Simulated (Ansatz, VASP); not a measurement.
# PbS in VASP and in Ansatz

File INCAR:

```
SYSTEM = PbS
PREC = Accurate
ENCUT = 520
EDIFF = 1E-7
ISMEAR = -1
SIGMA = 0.01
LREAL = .FALSE.
LASPH = .TRUE.
NELM = 60
ALGO = Normal
ISIF = 2
LWAVE = .FALSE.
LCHARG = .FALSE.
GGA = PE
NBANDS = 17
```

KPOINTS

```
regular mesh
0
G
  8 8 8
  0 0 0
```

File POSCAR:

```
PbS
1.0
    0.0000000000      2.9895052435      2.9895052435
    2.9895052435      0.0000000000      2.9895052435
    2.9895052435      2.9895052435      0.0000000000
Pb S
1 1
Direct
    0.0000000000      0.0000000000      0.0000000000
    0.5000000000      0.5000000000      0.5000000000
```

Input for Ansatz:

```yaml
crystal:
  lattice:
    - [0.0, 2.9895052435, 2.9895052435]
    - [2.9895052435, 0.0, 2.9895052435]
    - [2.9895052435, 2.9895052435, 0.0]
  atoms:
    - { symbol: Pb, position: [0.0, 0.0, 0.0] }
    - { symbol: S, position: [0.5, 0.5, 0.5] }
kpoints:
  mp_grid: { grid: [8, 8, 8] }
scf:
  occupations: { method: fermi_dirac, width: 0.01 }
hamiltonian:
  xc: pbe
  pseudopotentials: { kind: all_electron, lapw: { basis_error: 0.0005 } }
output:
  forces: true
  stress: true
  eigenvalues: true
```

Change from the starting cell: volume scaled by 1.025.

Alike in both runs: task single point; functional PBE; k mesh 8 × 8 × 8; occupations fermi-dirac, width 0.01 eV; no spin polarisation.

|  | VASP | Ansatz |
| --- | --- | --- |
| version | VASP 6.6.1 | Ansatz 0.2.0 |
| potentials or method | VASP PAW PBE potentials, release 64 (Pb_d, S), cutoff 520 eV | all-electron LAPW, scalar-relativistic |

|  | VASP | Ansatz | Ansatz less VASP |
| --- | --- | --- | --- |
| gap on the k mesh at the Fermi level (eV) | 0.45 | 0.44 | -0.008 |
| pressure (GPa) | 0.7 | 0.8 | +0.08 |

Ansatz ran all-electron here, and VASP with PAW potentials.

Neither program's run includes spin-orbit coupling.
